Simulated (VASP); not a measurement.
Runs of VASP 6.6.1 on CuAu. The structure is that of space group P4/mmm (No. 123), or close to it. The cells are those of the table. 

```tsv
cell	further INCAR settings	gap on the mesh (eV)	pressure (GPa)
a = 2.842, b = 2.842, c = 3.780 Å, 2 atoms	ALGO = Fast; EDIFF = 1e-06; NBANDS = 18	none	-9.9
a = 2.884, b = 2.884, c = 3.670 Å, 2 atoms	ALGO = Fast; EDIFF = 1e-06; NBANDS = 18	none	-10.1
a = 2.842, b = 2.842, c = 3.670 Å, 2 atoms	ALGO = Fast; EDIFF = 1e-07; NBANDS = 18	none	-6.3
a = 2.842, b = 2.842, c = 3.725 Å, 2 atoms	ALGO = Fast; EDIFF = 1e-07; NBANDS = 18	none	-8.2
a = 2.884, b = 2.884, c = 3.725 Å, 2 atoms	ALGO = Fast; EDIFF = 1e-06; NBANDS = 18	none	(a)
a = 2.884, b = 2.884, c = 3.560 Å, 2 atoms	ALGO = Fast; EDIFF = 1e-06; NBANDS = 18	none	-6.3
a = 2.884, b = 2.884, c = 3.780 Å, 2 atoms	ALGO = Fast; EDIFF = 1e-06; NBANDS = 18	none	-13.1
a = 2.884, b = 2.884, c = 3.615 Å, 2 atoms	ALGO = Fast; EDIFF = 1e-07; NBANDS = 18	none	-8.2
```

Alike in all rows: task single point; level PBEsol; potentials or basis VASP PAW PBE potentials, release 64 (Cu, Au); no spin polarisation; k mesh 18 × 18 × 14; cutoff (eV) 520; smearing gaussian 0.15 eV.

Q: Estimate the missing entries.

A: (a) -11.7.

Caveats: the PAW data sets were made with another functional, which shifts forces and pressure a little; spin-orbit coupling is left out, which moves the levels of the heavy elements.

A k mesh can miss the band edges, and the runs leave out spin-orbit coupling on Au.

A gap of «none» marks levels without a gap at the run's occupations.
